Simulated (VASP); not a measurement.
A run of VASP 6.6.1 is set up as follows.

The input INCAR:

```
SYSTEM = SiNi3
PREC = Accurate
ENCUT = 600
EDIFF = 1E-6
ISMEAR = -1
SIGMA = 0.05
LREAL = .FALSE.
LASPH = .TRUE.
NELM = 150
ALGO = Normal
ISIF = 3
LWAVE = .FALSE.
LCHARG = .FALSE.
ISPIN = 2
MAGMOM = 1 1 1 0
LORBIT = 11
LMAXMIX = 4
GGA = PS
IBRION = 2
NSW = 80
EDIFFG = -0.01
PSTRESS = 100.0
```

Contents of KPOINTS:

```
regular mesh
0
G
  8 8 8
  0 0 0
```

POSCAR

```
SiNi3
1.0
    3.5420000000      0.0000000000      0.0000000000
    0.0000000000      3.5420000000      0.0000000000
    0.0000000000      0.0000000000      3.5420000000
Ni Si
3 1
Direct
    0.5000000000      0.5000000000      0.0000000000
    0.5000000000      0.0000000000      0.5000000000
    0.0000000000      0.5000000000      0.5000000000
    0.0000000000      0.0000000000      0.0000000000
```

Potentials or basis: VASP PAW PBE potentials, release 64 (Ni, Si).

Launch:

```sh
$ cat potpaw_PBE.64/Ni/POTCAR potpaw_PBE.64/Si/POTCAR > POTCAR
$ mpirun -np 1 vasp_std > vasp.out
```

Q: Estimate the relaxed cell.

A: a = 3.417 Å, b = 3.417 Å, c = 3.417 Å, α = 90.00°, β = 90.00°, γ = 90.00°.

Q: Estimate the net moment.

A: 0.00 μB per cell.

Q: What does it give for the space group after relaxing (to 0.1 Å)?

A: Pm-3m (No. 221).

The path:
```csv
step,energy change (eV),largest force (eV/Å),pressure (GPa),volume (Å³)
1,0.0000,0.0000,-13.98,44.44
2,1.0653,0.0000,66.45,34.58
3,-0.1010,0.0000,8.94,40.07
4,-0.0938,0.0000,9.75,39.94
5,-0.0883,0.0000,10.43,39.86
6,-0.0969,0.0000,9.42,39.99
7,-0.0916,0.0000,10.06,39.91
```

Caveat: the cell is relaxed towards a set pressure, so the run minimises the enthalpy, not the energy; the moments typed at the start vanished in this run; the PAW data sets were made with another functional, which shifts forces and pressure a little.
